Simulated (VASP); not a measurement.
# Os (Fm-3m) in VASP: density of states with PBE

Aim: the density of states of Os with PBE.

Everything below comes from runs of VASP 6.6.1. Logs are shortened: lines on timing, memory, paths and dates and some standing lists are left out, and cuts for length are marked.

### 1 The cell of the first run

Symmetry: Fm-3m, No. 225, cubic system. Conventional cell: a = 3.890 Å, b = 3.890 Å, c = 3.890 Å, α = 90.00°, β = 90.00°, γ = 90.00°. Os (site symmetry m-3m) has 12 Os at 2.75 Å within 3.6 Å.

### 2 Density of states, PBE

POSCAR reads:

```
Os
1.0
    0.0000000000      1.9450000000      1.9450000000
    1.9450000000      0.0000000000      1.9450000000
    1.9450000000      1.9450000000      0.0000000000
Os
1
Direct
    0.0000000000      0.0000000000      0.0000000000
```

INCAR.step1 reads:

```
SYSTEM = Os
PREC = Accurate
ENCUT = 520
EDIFF = 1E-6
ISMEAR = 0
SIGMA = 0.05
LREAL = .FALSE.
LASPH = .TRUE.
NELM = 80
ALGO = Normal
ISIF = 2
LWAVE = .FALSE.
LCHARG = .TRUE.
LMAXMIX = 4
GGA = PE
NBANDS = 10
```

KPOINTS.step1 reads:

```
regular mesh
0
G
  14 14 14
  0 0 0
```

INCAR.step2 reads:

```
SYSTEM = Os
PREC = Accurate
ENCUT = 520
EDIFF = 1E-6
ISMEAR = -5
SIGMA = 0.05
LREAL = .FALSE.
LASPH = .TRUE.
NELM = 80
ALGO = Normal
ISIF = 2
LWAVE = .FALSE.
LCHARG = .FALSE.
LMAXMIX = 4
GGA = PE
LORBIT = 10
NEDOS = 2001
ICHARG = 11
```

KPOINTS.step2 reads:

```
regular mesh
0
G
  21 21 21
  0 0 0
```

Potentials or basis: VASP PAW PBE potentials, release 64 (Os).

Started as:

```
cat potpaw_PBE.64/Os/POTCAR > POTCAR
cp INCAR.step1 INCAR
cp KPOINTS.step1 KPOINTS
mpirun -np 1 vasp_std > vasp.out
cp INCAR.step2 INCAR
cp KPOINTS.step2 KPOINTS
mpirun -np 1 vasp_std > vasp.out
```

OUTCAR:

```text
SYSTEM = Os
   PREC = Accurate
   ENCUT = 520
   EDIFF = 1E-6
   ISMEAR = -5
   LREAL = .FALSE.
   LASPH = .TRUE.
   NELM = 80
   ISIF = 2
   GGA = PE
   LORBIT = 10
   ICHARG = 11

 ion  position               nearest neighbor table
   1  0.000  0.000  0.000-

  LATTYP: Found a face centered cubic cell.
 ALAT       =     3.8900000000

  Lattice vectors:

 A1 = (   0.0000000000,   1.9450000000,   1.9450000000)
 A2 = (   1.9450000000,   0.0000000000,   1.9450000000)
 A3 = (   1.9450000000,   1.9450000000,   0.0000000000)

Analysis of symmetry for initial positions (statically):
=====================================================================
 Subroutine PRICEL returns:
 Original cell was already a primitive cell.

 Routine SETGRP: Setting up the symmetry group for a
 face centered cubic supercell.

 Subroutine GETGRP returns: Found 48 space group operations
 (whereof 48 operations were pure point group operations)
 out of a pool of 48 trial point group operations.

The static configuration has the point symmetry O_h .

Analysis of symmetry for dynamics (positions and initial velocities):
=====================================================================
 Subroutine PRICEL returns:
 Original cell was already a primitive cell.

 Routine SETGRP: Setting up the symmetry group for a
 face centered cubic supercell.

 Subroutine GETGRP returns: Found 48 space group operations
 (whereof 48 operations were pure point group operations)
 out of a pool of 48 trial point group operations.

The dynamic configuration has the point symmetry O_h .

 Subroutine INISYM returns: Found 48 space group operations
 (whereof 48 operations are pure point group operations),
 and found     1 'primitive' translations

----------------------------------------------------------------------------------------

                                     Primitive cell

  volume of cell :      14.7160

  direct lattice vectors                    reciprocal lattice vectors
     0.000000000  1.945000000  1.945000000    -0.257069409  0.257069409  0.257069409
     1.945000000  0.000000000  1.945000000     0.257069409 -0.257069409  0.257069409
     1.945000000  1.945000000  0.000000000     0.257069409  0.257069409 -0.257069409

  length of vectors
     2.750645379  2.750645379  2.750645379     0.445257277  0.445257277  0.445257277

  position of ions in fractional coordinates (direct lattice)
     0.000000000  0.000000000  0.000000000

  ion indices of the primitive-cell ions
   primitive index   ion index
                 1           1

----------------------------------------------------------------------------------------

 KPOINTS: regular mesh

Automatic generation of k-mesh.
 Grid dimensions read from file:
 generate k-points for:   21   21   21

 Generating k-lattice:

  Cartesian coordinates                     Fractional coordinates (reciprocal lattice)
    -0.012241400  0.012241400  0.012241400     0.047619048  0.000000000  0.000000000
     0.012241400 -0.012241400  0.012241400     0.000000000  0.047619048  0.000000000
     0.012241400  0.012241400 -0.012241400     0.000000000  0.000000000  0.047619048

  Length of vectors
     0.021202727  0.021202727  0.021202727

  Shift w.r.t. Gamma in fractional coordinates (k-lattice)
     0.000000000  0.000000000  0.000000000

 TETIRR: Found   1276 inequivalent tetrahedra from    55566

 Subroutine IBZKPT returns following result:
 ===========================================

 Found    286 irreducible k-points:

 Following reciprocal coordinates:
            Coordinates               Weight
  0.000000  0.000000  0.000000      1.000000
  0.047619  0.000000  0.000000      8.000000
  0.095238  0.000000  0.000000      8.000000
  0.142857  0.000000  0.000000      8.000000
  0.190476  0.000000  0.000000      8.000000
  0.238095  0.000000  0.000000      8.000000
[... 16 lines left out ...]
 -0.428571  0.047619  0.000000     24.000000
 -0.380952  0.047619  0.000000     24.000000
 [... further k-points ...]
   k-points           NKPTS =    286   k-points in BZ     NKDIM =    286   number of bands    NBANDS=      8
   number of dos      NEDOS =   2001   number of ions     NIONS =      1
   total plane-waves  NPLWV =   8000
   dimension x,y,z NGX =    20 NGY =   20 NGZ =   20
   dimension x,y,z NGXF=    40 NGYF=   40 NGZF=   40
   ions per type =               1
   NGX,Y,Z   is equivalent  to a cutoff of  12.09, 12.09, 12.09 a.u.
   NGXF,Y,Z  is equivalent  to a cutoff of  24.18, 24.18, 24.18 a.u.
 SYSTEM =  Os
   PREC   = accura    normal or accurate (medium, high low for compatibility)
   ISTART =      0    job   : 0-new  1-cont  2-samecut
   ICHARG =     11    charge: 1-file 2-atom 10-const
   ISPIN  =      1    spin polarized calculation?
   LNONCOLLINEAR =      F non collinear calculations
   LSORBIT =      F    spin-orbit coupling
   LASPH  =      T    aspherical Exc in radial PAW
   ENCUT  =  520.0 eV  38.22 Ry    6.18 a.u.   5.11  5.11  5.11*2*pi/ulx,y,z
   NELM   =     80;   NELMIN=  2; NELMDL=  0     # of ELM steps
   EDIFF  = 0.1E-05   stopping-criterion for ELM
   LREAL  =      F    real-space projection
   EDIFFG = 0.1E-04   stopping-criterion for IOM
   NSW    =      0    number of steps for IOM
   IBRION =     -1    ionic relax: 0-MD 1-quasi-New 2-CG
   NFREE  =      0    steps in history (QN), initial steepest desc. (CG)
   ISIF   =      2    stress and relaxation
   ISYM   =      2    0-nonsym 1-usesym 2-fastsym
   POTIM  = 0.5000    time-step for ionic-motion
   TEBEG  =    0.0;   TEEND  =   0.0 temperature during run
   PSTRESS=    0.0 pullay stress
   NELECT =       8.0000    total number of electrons
   NUPDOWN=      -1.0000    fix difference up-down
   EMIN   =  10.00;   EMAX   =-10.00  energy-range for DOS
   EFERMI =   0.00;   METHOD = LEGACY
   ISMEAR =    -5;   SIGMA  =   0.05  broadening in eV -4-tet -1-fermi 0-gaus
   EFERMI_NEDOS =   21; number of points for ismear=-14 and -15
   IALGO  =     38    algorithm
   IMIX   =      4    mixing-type and parameters
     AMIX     =   0.40;   BMIX     =  1.00
     AMIX_MAG =   1.60;   BMIX_MAG =  1.00
  volume/ion in A,a.u.               =      14.72        99.31
  Fermi-wavevector in a.u.,A,eV,Ry     =   1.336109  2.524880 24.288947  1.785187
  Thomas-Fermi vector in A             =   2.464761
   LORBIT       =     10    0 simple, 1 ext, 2 COOP (PROOUT), +10 PAW based schemes
   GGA     = PE    functional components
   LHFCALC =     F    Hartree Fock is set to
   AEXX    =    0.0000 exact exchange contribution
   IVDW    =     0    specifies the selected vdW correction
   LEPSILON=     F    determine dielectric tensor
   LRPA    =     F    only Hartree local field effects (RPA)
 non-spin polarized calculation
 Fermi weights with tetrahedron method with Bloechl corrections
  energy-cutoff  :      520.00
  volume of cell :       14.72
 maximum number of plane-waves:       411

 number of electron       8.0000001 magnetization

 Free energy of the ion-electron system (eV)
  ---------------------------------------------------
  ext. energy  EPLUGINS =         0.00000000
  ---------------------------------------------------
  free energy    TOTEN  =       -11.09991225 eV

  energy without entropy =      -11.09991225  energy(sigma->0) =      -11.09991225

 E-fermi :   8.6080     XC(G=0): -13.7657

 val. band max:        8.7151272444   @ k =   0.2381   0.0000   0.0000
 cond. band min:       8.4869322150   @ k =   0.1905   0.0000   0.0000
 fundamental gap:     -0.2281950294
 Fermi energy:         8.6080357037

 k-point     1 :       0.0000    0.0000    0.0000
  band No.  band energies     occupation
      1      -1.7713      2.00000
      2       5.8127      2.00000
      3       5.8127      2.00000
      4       5.8127      2.00000
      5       8.6295      1.26440
      6       8.6295      0.01664
      7      22.8841      0.00000
      8      28.3997      0.00000

 k-point     2 :       0.0476    0.0000    0.0000
  band No.  band energies     occupation
      1      -1.6703      2.00000
      2       5.7519      2.00000
      3       5.8588      2.00000
      4       5.8588      2.00000
      5       8.5967      1.94516
      6       8.5967      0.74285
      7      23.0706      0.00000
      8      27.8333      0.00000

 k-point     3 :       0.0952    0.0000    0.0000
  band No.  band energies     occupation
      1      -1.3748      2.00000
      2       5.5886      2.00000
      3       5.9842      2.00000
      4       5.9842      2.00000
      5       8.5172      2.00000
      6       8.5172      2.01139
      7      23.5966      0.00000
      8      26.6720      0.00000

 k-point     4 :       0.1429    0.0000    0.0000
  band No.  band energies     occupation
      1      -0.9094      2.00000
      2       5.3753      2.00000
      3       6.1463      2.00000
      4       6.1463      2.00000
      5       8.4491      2.00000
      6       8.4491      2.13777
      7      24.3150      0.00000
      8      25.4684      0.00000

 k-point     5 :       0.1905    0.0000    0.0000
  band No.  band energies     occupation
      1      -0.3232      2.00000
      2       5.1923      2.00000
      3       6.2679      2.00000
      4       6.2679      2.00000
      5       8.4869      1.98537
      6       8.4869      0.90460
      7      24.0081      0.00000
      8      25.3754      0.00000
[... 177 lines left out ...]
 k-point    22 :      -0.4762    0.0476    0.0000
  band No.  band energies     occupation
      1       1.4382      2.00000
      2       5.5792      2.00000
      3       5.7419      2.00000
      4       8.0921      2.00000
      5      10.8168      0.00000
      6      11.2489      0.00000
      7      16.9385      0.00000
      8      22.5958      0.00000

 k-point    23 :      -0.4286    0.0476    0.0000
  band No.  band energies     occupation
      1       1.4399      2.00000
      2       5.6354      2.00000
      3       5.7734      2.00000
      4       7.7016      2.00000
      5      10.5349      0.00000
      6      11.1355      0.00000
      7      17.5272      0.00000
      8      22.7877      0.00000

 k-point    24 :      -0.3810    0.0476    0.0000
  band No.  band energies     occupation
      1       1.4214      2.00000
      2       5.7514      2.00000
      3       5.8669      2.00000
      4       6.9115      2.00000
      5      10.0690      0.00000
      6      10.7795      0.00000
      7      18.7040      0.00000
      8      23.2839      0.00000

 [... further k-points ...]
[... 5 lines left out ...]
  --------------------------------------------------------------------------------------
  -------------------------------------------------------------------------------------
  Total       -0.9013778     -0.9013778     -0.9013778     -0.0000000      0.0000000      0.0000000
  in kB      -98.1360624    -98.1360624    -98.1360624     -0.0000000      0.0000000      0.0000000
  external PRESSURE =     -98.1360624 kB  Pullay stress =       0.0000000 kB

 VOLUME and BASIS-vectors are now :
 -----------------------------------------------------------------------------
  energy-cutoff  :      520.00
  volume of cell :       14.72
      direct lattice vectors                 reciprocal lattice vectors
     0.000000000  1.945000000  1.945000000    -0.257069409  0.257069409  0.257069409
     1.945000000  0.000000000  1.945000000     0.257069409 -0.257069409  0.257069409
     1.945000000  1.945000000  0.000000000     0.257069409  0.257069409 -0.257069409

 POSITION                                       TOTAL-FORCE (eV/Angst)
 -----------------------------------------------------------------------------------
      0.00000      0.00000      0.00000         0.000000      0.000000     -0.000000
 -----------------------------------------------------------------------------------
    total drift:                                0.000000      0.000000     -0.000000

  FREE ENERGIE OF THE ION-ELECTRON SYSTEM (eV)
  ---------------------------------------------------
  free  energy   TOTEN  =       -11.0999122482 eV

  energy  without entropy=      -11.0999122482  energy(sigma->0) =      -11.09991225

 total charge

# of ion       s       p       d       tot
------------------------------------------
    1        0.641   0.711   5.951   7.303
```

Wall time 11 s (1 thread of Intel Xeon 6975P-C (Granite Rapids), shared host); peak memory 0.15 GiB.

Results:

* Valence electrons inside the program's atomic spheres: Os 7.30

Levels at points of the mesh, in eV from the Fermi level:
| k point | band 1 | band 2 | band 3 | band 4 | band 5 | band 6 | band 7 | band 8 |
| --- | --- | --- | --- | --- | --- | --- | --- | --- |
| (0.00, 0.00, 0.00) | -10.38 | -2.80 | -2.80 | -2.80 | 0.02 | 0.02 | 14.28 | 19.79 |

Caveat: spin-orbit coupling is left out, which moves the levels of the heavy elements; tetrahedron occupations give inexact forces and stress in metals.
